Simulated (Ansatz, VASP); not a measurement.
## Sn: VASP beside Ansatz

```
Sn
1.0
    -0.09737    3.19692    3.19692
     3.19692   -0.09737    3.19692
     3.19692    3.19692   -0.09737
Sn
2
Direct
  0.50000 0.50000 0.50000
  0.75000 0.75000 0.75000
```

Change from the starting cell: equal xy, yz and zx shear strains of -3 %.

Alike in both runs: task single point; functional PBE; k mesh 9 × 9 × 9; occupations fermi-dirac, width 0.03 eV; no spin polarisation.

|  | VASP | Ansatz |
| --- | --- | --- |
| version | VASP 6.6.1 | Ansatz 0.2.0 |
| potentials or method | VASP PAW PBE potentials, release 64 (Sn_d), cutoff 520 eV | all-electron LAPW, scalar-relativistic |

```csv
,VASP,Ansatz,Ansatz less VASP
pressure (GPa),3.4,3.4,+0.04
"traceless stress, the component that is largest in VASP (GPa)",1.73,1.73,0.000
rms of the force components (eV/Å),0.339,0.339,+0.0004
```

Atom by atom the forces differ by 0.000 eV/Å (rms over components). Ansatz ran all-electron here, and VASP with PAW potentials.
